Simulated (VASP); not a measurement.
A run of VASP 6.6.1 is set up as follows.

File INCAR:

```
PREC = Accurate ; ENCUT = 520
EDIFF = 1E-6 ; ISMEAR = 0
SIGMA = 0.05 ; LREAL = F
LASPH = T ; NELM = 60
ALGO = Normal ; ISIF = 2
LWAVE = F ; LCHARG = F
GGA = CA ; IBRION = 2
NSW = 80 ; EDIFFG = -0.005
```

File KPOINTS:

```
regular mesh
0
Gamma
  12 12 12
```

The input POSCAR:

```
Ge
1.0
    0.0000000000      2.8507250000      2.8016569231
    2.8507250000      0.0000000000      2.8016569231
    2.8507250000      2.8507250000      0.0000000000
Ge
2
Direct
    0.0000000000      0.0000000000      0.0000000000
    0.2500000000      0.2500000000      0.2500000000
```

Potentials or basis: VASP PAW LDA potentials, release 64 (Ge_d).

The run is started by

```bash
$ cat potpaw_LDA.64/Ge_d/POTCAR > POTCAR
$ mpirun -np 1 vasp_std > vasp.out
```

**Question.** Estimate the band gap on the k mesh.

**Answer.** 0.09 eV, indirect (least direct gap 0.13 eV).

Stress tensor (GPa, compression positive):
```
-1.98  0.00  0.00
 0.00 -1.98  0.00
 0.00  0.00 -0.75
```

Caveat: the relaxation stopped at its first step, so nothing moved. A k mesh can miss the band edges.
